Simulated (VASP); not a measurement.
# Zr (Fd-3m) in VASP: notebook

Zr is run at these levels: PBEsol; tasks: single point, relaxation of cell and atoms.

Program: VASP 6.6.1. These are calculated values, not measurements. Logs are shortened: lines on timing, memory, paths and dates and some standing lists are left out, and cuts for length are marked.

## (1) The cell of the first run

Symmetry: Fd-3m, No. 227, cubic system. Conventional cell: a = 5.689 Å, b = 5.689 Å, c = 5.689 Å, α = 90.00°, β = 90.00°, γ = 90.00°. Zr (site symmetry -43m) has 4 Zr at 2.46 Å within 3.3 Å.

## (2) Single point, PBEsol

INCAR reads:

```
PREC = Accurate
ENCUT = 520
EDIFF = 1E-6
ISMEAR = -1
SIGMA = 0.05
LREAL = False
LASPH = True
NELM = 100
ALGO = Normal
ISIF = 2
LWAVE = False
LCHARG = False
GGA = PS
NBANDS = 19
```

KPOINTS reads:

```
Automatic mesh
0
Gamma
  11 11 11
```

POSCAR reads:

```
Zr
1.0
    0.0000000000      2.8442656427      2.8442656427
    2.8442656427      0.0000000000      2.8442656427
    2.8442656427      2.8442656427      0.0000000000
Zr
2
Direct
   -0.1250000000     -0.1250000000     -0.1250000000
    0.1250000000      0.1250000000      0.1250000000
```

Potentials or basis: VASP PAW PBE potentials, release 64 (Zr_sv).

Launch:

```console
cat potpaw_PBE.64/Zr_sv/POTCAR > POTCAR
mpirun -np 1 vasp_std > vasp.out
```

OUTCAR:

```text
PREC = Accurate
   ENCUT = 520
   EDIFF = 1E-6
   ISMEAR = -1
   LREAL = False
   LASPH = True
   NELM = 100
   ISIF = 2
   GGA = PS

 ion  position               nearest neighbor table
   1  0.875  0.875  0.875-   2 2.46   2 2.46   2 2.46   2 2.46
   2  0.125  0.125  0.125-   1 2.46   1 2.46   1 2.46   1 2.46

  LATTYP: Found a face centered cubic cell.
 ALAT       =     5.6885312854

  Lattice vectors:

 A1 = (   0.0000000000,   2.8442656427,   2.8442656427)
 A2 = (   2.8442656427,   0.0000000000,   2.8442656427)
 A3 = (   2.8442656427,   2.8442656427,   0.0000000000)

Analysis of symmetry for initial positions (statically):
=====================================================================
 Subroutine PRICEL returns:
 Original cell was already a primitive cell.

 Routine SETGRP: Setting up the symmetry group for a
 face centered cubic supercell.

 Subroutine GETGRP returns: Found 48 space group operations
 (whereof 12 operations were pure point group operations)
 out of a pool of 48 trial point group operations.

The static configuration has the point symmetry D_3d.
 The point group associated with its full space group is O_h .

Analysis of symmetry for dynamics (positions and initial velocities):
=====================================================================
 Subroutine PRICEL returns:
 Original cell was already a primitive cell.

 Routine SETGRP: Setting up the symmetry group for a
 face centered cubic supercell.

 Subroutine GETGRP returns: Found 48 space group operations
 (whereof 12 operations were pure point group operations)
 out of a pool of 48 trial point group operations.

The dynamic configuration has the point symmetry D_3d.
 The point group associated with its full space group is O_h .

 Subroutine INISYM returns: Found 48 space group operations
 (whereof 12 operations are pure point group operations),
 and found     1 'primitive' translations

----------------------------------------------------------------------------------------

                                     Primitive cell

  volume of cell :      46.0193

  direct lattice vectors                    reciprocal lattice vectors
     0.000000000  2.844265643  2.844265643    -0.175792300  0.175792300  0.175792300
     2.844265643  0.000000000  2.844265643     0.175792300 -0.175792300  0.175792300
     2.844265643  2.844265643  0.000000000     0.175792300  0.175792300 -0.175792300

  length of vectors
     4.022399047  4.022399047  4.022399047     0.304481196  0.304481196  0.304481196

  position of ions in fractional coordinates (direct lattice)
     0.875000000  0.875000000  0.875000000
     0.125000000  0.125000000  0.125000000

  ion indices of the primitive-cell ions
   primitive index   ion index
                 1           1
                 2           2

----------------------------------------------------------------------------------------

 KPOINTS: Automatic mesh

Automatic generation of k-mesh.
 Grid dimensions read from file:
 generate k-points for:   11   11   11

 Generating k-lattice:

  Cartesian coordinates                     Fractional coordinates (reciprocal lattice)
    -0.015981118  0.015981118  0.015981118     0.090909091  0.000000000  0.000000000
     0.015981118 -0.015981118  0.015981118     0.000000000  0.090909091  0.000000000
     0.015981118  0.015981118 -0.015981118     0.000000000  0.000000000  0.090909091

  Length of vectors
     0.027680109  0.027680109  0.027680109

  Shift w.r.t. Gamma in fractional coordinates (k-lattice)
     0.000000000  0.000000000  0.000000000

 Subroutine IBZKPT returns following result:
 ===========================================

 Found     56 irreducible k-points:

 Following reciprocal coordinates:
            Coordinates               Weight
  0.000000  0.000000  0.000000      1.000000
  0.090909  0.000000  0.000000      8.000000
  0.181818  0.000000  0.000000      8.000000
  0.272727  0.000000  0.000000      8.000000
  0.363636  0.000000  0.000000      8.000000
  0.454545  0.000000  0.000000      8.000000
[... 16 lines left out ...]
 -0.272727  0.181818  0.000000     24.000000
 -0.181818  0.181818  0.000000     12.000000
 [... further k-points ...]
   k-points           NKPTS =     56   k-points in BZ     NKDIM =     56   number of bands    NBANDS=     19
   number of dos      NEDOS =    301   number of ions     NIONS =      2
   total plane-waves  NPLWV =  27000
   dimension x,y,z NGX =    30 NGY =   30 NGZ =   30
   dimension x,y,z NGXF=    60 NGYF=   60 NGZF=   60
   ions per type =               2
   NGX,Y,Z   is equivalent  to a cutoff of  12.40, 12.40, 12.40 a.u.
   NGXF,Y,Z  is equivalent  to a cutoff of  24.80, 24.80, 24.80 a.u.
 SYSTEM =  unknown system
   PREC   = accura    normal or accurate (medium, high low for compatibility)
   ISTART =      0    job   : 0-new  1-cont  2-samecut
   ICHARG =      2    charge: 1-file 2-atom 10-const
   ISPIN  =      1    spin polarized calculation?
   LNONCOLLINEAR =      F non collinear calculations
   LSORBIT =      F    spin-orbit coupling
   LASPH  =      T    aspherical Exc in radial PAW
   ENCUT  =  520.0 eV  38.22 Ry    6.18 a.u.   7.48  7.48  7.48*2*pi/ulx,y,z
   NELM   =    100;   NELMIN=  2; NELMDL= -5     # of ELM steps
   EDIFF  = 0.1E-05   stopping-criterion for ELM
   LREAL  =      F    real-space projection
   EDIFFG = 0.1E-04   stopping-criterion for IOM
   NSW    =      0    number of steps for IOM
   IBRION =     -1    ionic relax: 0-MD 1-quasi-New 2-CG
   NFREE  =      0    steps in history (QN), initial steepest desc. (CG)
   ISIF   =      2    stress and relaxation
   ISYM   =      2    0-nonsym 1-usesym 2-fastsym
   POTIM  = 0.5000    time-step for ionic-motion
   TEBEG  =    0.0;   TEEND  =   0.0 temperature during run
   PSTRESS=    0.0 pullay stress
   NELECT =      24.0000    total number of electrons
   NUPDOWN=      -1.0000    fix difference up-down
   EMIN   =  10.00;   EMAX   =-10.00  energy-range for DOS
   EFERMI =   0.00;   METHOD = LEGACY
   ISMEAR =    -1;   SIGMA  =   0.05  broadening in eV -4-tet -1-fermi 0-gaus
   EFERMI_NEDOS =   21; number of points for ismear=-14 and -15
   IALGO  =     38    algorithm
   IMIX   =      4    mixing-type and parameters
     AMIX     =   0.40;   BMIX     =  1.00
     AMIX_MAG =   1.60;   BMIX_MAG =  1.00
  volume/ion in A,a.u.               =      23.01       155.28
  Fermi-wavevector in a.u.,A,eV,Ry     =   1.317746  2.490179 23.625904  1.736455
  Thomas-Fermi vector in A             =   2.447765
   LORBIT       =      0    0 simple, 1 ext, 2 COOP (PROOUT), +10 PAW based schemes
   GGA     = PS    functional components
   LHFCALC =     F    Hartree Fock is set to
   AEXX    =    0.0000 exact exchange contribution
   IVDW    =     0    specifies the selected vdW correction
   LEPSILON=     F    determine dielectric tensor
   LRPA    =     F    only Hartree local field effects (RPA)
 non-spin polarized calculation
  energy-cutoff  :      520.00
  volume of cell :       46.02
 maximum number of plane-waves:      1258
 NGX is ok and might be reduce to    30
   NGX = 15   NGY = 15   NGZ = 15

 number of electron      24.0000000 magnetization

 Free energy of the ion-electron system (eV)
  ---------------------------------------------------
  ext. energy  EPLUGINS =         0.00000000
  ---------------------------------------------------
  free energy    TOTEN  =       -12.87327932 eV

  energy without entropy =      -12.83980862  energy(sigma->0) =      -12.85654397

 E-fermi :   8.4798     XC(G=0): -10.9424

 val. band max:        8.4776317246   @ k =   0.2727   0.1818   0.0000
 cond. band min:       8.4854594290   @ k =   0.3636   0.0000   0.0000
 fundamental gap:      0.0078277044
 Fermi energy:         8.4797544744

 k-point     1 :       0.0000    0.0000    0.0000
  band No.  band energies     occupation
      1     -40.6052      2.00000
      2     -39.1430      2.00000
      3     -19.1369      2.00000
      4     -19.1369      2.00000
      5     -19.1369      2.00000
      6     -17.2199      2.00000
[... 11 lines left out ...]
     18      15.7958      0.00000
     19      15.7958      0.00000

 k-point     2 :       0.0909    0.0000    0.0000
  band No.  band energies     occupation
      1     -40.5848      2.00000
      2     -39.1672      2.00000
      3     -19.1594      2.00000
      4     -19.1594      2.00000
      5     -19.1386      2.00000
      6     -17.2125      2.00000
[... 11 lines left out ...]
     18      15.7455      0.00000
     19      15.7455      0.00000

 k-point     3 :       0.1818    0.0000    0.0000
  band No.  band energies     occupation
      1     -40.5265      2.00000
      2     -39.2358      2.00000
      3     -19.2171      2.00000
      4     -19.2171      2.00000
      5     -19.1451      2.00000
      6     -17.1899      2.00000
[... 11 lines left out ...]
     18      15.5943      0.00000
     19      15.5943      0.00000

 k-point     4 :       0.2727    0.0000    0.0000
  band No.  band energies     occupation
      1     -40.4395      2.00000
      2     -39.3363      2.00000
      3     -19.2872      2.00000
      4     -19.2872      2.00000
      5     -19.1575      2.00000
      6     -17.1545      2.00000
[... 11 lines left out ...]
     18      15.3312      0.00000
     19      15.3312      0.00000

 k-point     5 :       0.3636    0.0000    0.0000
  band No.  band energies     occupation
      1     -40.3428      2.00000
      2     -39.4453      2.00000
      3     -19.3471      2.00000
      4     -19.3471      2.00000
      5     -19.1727      2.00000
      6     -17.1164      2.00000
[... 11 lines left out ...]
     18      14.9451      0.00000
     19      14.9451      0.00000

 k-point     6 :       0.4545    0.0000    0.0000
  band No.  band energies     occupation
      1     -40.2724      2.00000
      2     -39.5230      2.00000
      3     -19.3811      2.00000
      4     -19.3811      2.00000
      5     -19.1832      2.00000
      6     -17.0913      2.00000
[... 11 lines left out ...]
     18      14.5360      0.00000
     19      14.5382      0.00000

 k-point     7 :       0.0909    0.0909    0.0000
  band No.  band energies     occupation
      1     -40.5779      2.00000
      2     -39.1754      2.00000
      3     -19.1875      2.00000
      4     -19.1875      2.00000
      5     -19.0950      2.00000
      6     -17.2612      2.00000
[... 11 lines left out ...]
     18      15.4633      0.00000
     19      15.9523      0.00000

 k-point     8 :       0.1818    0.0909    0.0000
  band No.  band energies     occupation
      1     -40.5317      2.00000
      2     -39.2298      2.00000
      3     -19.2482      2.00000
      4     -19.2468      2.00000
      5     -19.0634      2.00000
      6     -17.2852      2.00000
[... 256 lines left out ...]
 k-point    20 :       0.4545    0.1818    0.0000
  band No.  band energies     occupation
      1     -40.2415      2.00000
      2     -39.5567      2.00000
      3     -19.5596      2.00000
      4     -19.4648      2.00000
      5     -18.8168      2.00000
      6     -17.4736      2.00000
[... 11 lines left out ...]
     18      13.8494      0.00000
     19      15.0217      0.00000

 k-point    21 :      -0.4545    0.1818    0.0000
  band No.  band energies     occupation
      1     -40.1894      2.00000
      2     -39.6128      2.00000
      3     -19.6070      2.00000
      4     -19.4572      2.00000
      5     -18.8153      2.00000
      6     -17.4556      2.00000
[... 11 lines left out ...]
     18      14.1025      0.00000
     19      14.6822      0.00000

 k-point    22 :      -0.3636    0.1818    0.0000
  band No.  band energies     occupation
      1     -40.2214      2.00000
      2     -39.5784      2.00000
      3     -19.6068      2.00000
      4     -19.4164      2.00000
      5     -18.8495      2.00000
      6     -17.4186      2.00000
[... 11 lines left out ...]
     18      13.0968      0.00000
     19      15.4142      0.00000

 k-point    23 :      -0.2727    0.1818    0.0000
  band No.  band energies     occupation
      1     -40.3101      2.00000
      2     -39.4815      2.00000
      3     -19.5547      2.00000
      4     -19.3522      2.00000
      5     -18.9150      2.00000
      6     -17.3667      2.00000
[... 11 lines left out ...]
     18      13.3504      0.00000
     19      15.9238      0.00000

 k-point    24 :      -0.1818    0.1818    0.0000
  band No.  band energies     occupation
      1     -40.4063      2.00000
      2     -39.3740      2.00000
      3     -19.4573      2.00000
      4     -19.2825      2.00000
      5     -18.9997      2.00000
      6     -17.3046      2.00000
[... 11 lines left out ...]
     18      14.1262      0.00000
     19      16.0513      0.00000

 [... further k-points ...]

------------------------ aborting loop because EDIFF is reached ----------------------------------------

  FORCE on cell =-STRESS in cart. coord.  units (eV):
  Direction    XX          YY          ZZ          XY          YZ          ZX
  --------------------------------------------------------------------------------------
  -------------------------------------------------------------------------------------
  Total        3.8688933      3.8688933      3.8688933     -0.0000000      0.0000000      0.0000000
  in kB      134.6966760    134.6966760    134.6966760     -0.0000000      0.0000000      0.0000000
  external PRESSURE =     134.6966760 kB  Pullay stress =       0.0000000 kB

 VOLUME and BASIS-vectors are now :
 -----------------------------------------------------------------------------
  energy-cutoff  :      520.00
  volume of cell :       46.02
      direct lattice vectors                 reciprocal lattice vectors
     0.000000000  2.844265643  2.844265643    -0.175792300  0.175792300  0.175792300
     2.844265643  0.000000000  2.844265643     0.175792300 -0.175792300  0.175792300
     2.844265643  2.844265643  0.000000000     0.175792300  0.175792300 -0.175792300

 POSITION                                       TOTAL-FORCE (eV/Angst)
 -----------------------------------------------------------------------------------
      4.97746      4.97746      4.97746         0.000000     -0.000000      0.000000
      0.71107      0.71107      0.71107        -0.000000      0.000000     -0.000000
 -----------------------------------------------------------------------------------
    total drift:                               -0.000000      0.000000      0.000000

  FREE ENERGIE OF THE ION-ELECTRON SYSTEM (eV)
  ---------------------------------------------------
  free  energy   TOTEN  =       -12.8732793199 eV

  energy  without entropy=      -12.8398086165  energy(sigma->0) =      -12.85654397
```

Run time: 41 s. Hardware: 1 thread of Intel Xeon Platinum 8259CL at 2.50GHz (Skylake/Cascade Lake), shared host; peak memory 0.19 GiB.

Results:

```yaml
Free_energy: -12.8733 eV
Pressure: 13.5 GPa
Band_gap_on_the_k_mesh: zero (band 12 reaches 8.94 eV, above the bottom of band 13 at 8.04 eV)
```

Levels at points of the mesh, in eV from the Fermi level:
| k point | band 10 | band 11 | band 12 | band 13 | band 14 | band 15 |
| --- | --- | --- | --- | --- | --- | --- |
| (0.00, 0.00, 0.00) | -1.67 | -1.67 | 0.00 | 0.00 | 0.00 | 2.83 |

Caveat: the PAW data sets were made with another functional, which shifts forces and pressure a little.

(Continued in part 2 of 2.)
